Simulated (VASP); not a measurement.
Here is a VASP 6.6.1 calculation.

The input POSCAR:

```
Sb
1.0
    3.5565429593      0.0000000000      0.0000000000
   -1.7782714797      3.0800565524      0.0000000000
    0.0000000000      0.0000000000      4.7827002133
Sb
2
Direct
    0.3333333333      0.6666666667      0.2500000000
    0.6666666667      0.3333333333      0.7500000000
```

INCAR.step1

```
SYSTEM = Sb
PREC     = Accurate       ! precision mode
ENCUT    = 520            ! plane-wave cutoff, eV
ISMEAR   = 0              ! smearing method
SIGMA    = 0.15           ! smearing width, eV
LREAL    = .FALSE.        ! projectors in reciprocal space
LASPH    = .TRUE.         ! aspherical terms in the spheres
NELM     = 80             ! most SCF steps
NBANDS   = 12             ! bands
GGA      = PE             ! functional
ALGO     = Normal         ! electronic algorithm
EDIFF    = 1E-4           ! SCF threshold, eV
LWAVE    = .TRUE.         ! write WAVECAR
LCHARG   = .FALSE.        ! write CHGCAR
```

Contents of INCAR.step2:

```
SYSTEM = Sb
PREC     = Accurate       ! precision mode
ENCUT    = 520            ! plane-wave cutoff, eV
EDIFF    = 1E-6           ! SCF threshold, eV
ISMEAR   = 0              ! smearing method
SIGMA    = 0.15           ! smearing width, eV
LREAL    = .FALSE.        ! projectors in reciprocal space
LASPH    = .TRUE.         ! aspherical terms in the spheres
NELM     = 80             ! most SCF steps
ALGO     = Normal         ! electronic algorithm
ISIF     = 2              ! what is computed and relaxed
LWAVE    = .FALSE.        ! write WAVECAR
LCHARG   = .FALSE.        ! write CHGCAR
METAGGA  = R2SCAN         ! meta-GGA
LMIXTAU  = .TRUE.       
NBANDS   = 12             ! bands
ISTART   = 1
```

Contents of KPOINTS:

```
Automatic mesh
0
G
  18 18 10
  0 0 0
```

Potentials or basis: VASP PAW PBE potentials, release 64 (Sb).

Run with:

```sh
$ cat potpaw_PBE.64/Sb/POTCAR > POTCAR
$ cp INCAR.step1 INCAR
$ mpirun -np 1 vasp_std > vasp.out
$ cp INCAR.step2 INCAR
$ mpirun -np 1 vasp_std > vasp.out
```

Q: What does it give for the pressure?

A: 3.5 GPa.

Q: Estimate the band gap on the k mesh.

A: Zero (band 5 reaches 11.77 eV, above the bottom of band 6 at 5.46 eV).

Stress tensor (GPa, compression positive):
```
4.35 0.00 0.00
0.00 4.35 0.00
0.00 0.00 1.75
```

Caveat: the PAW data sets were made with another functional, which shifts forces and pressure a little; spin-orbit coupling is left out, which moves the levels of the heavy elements.
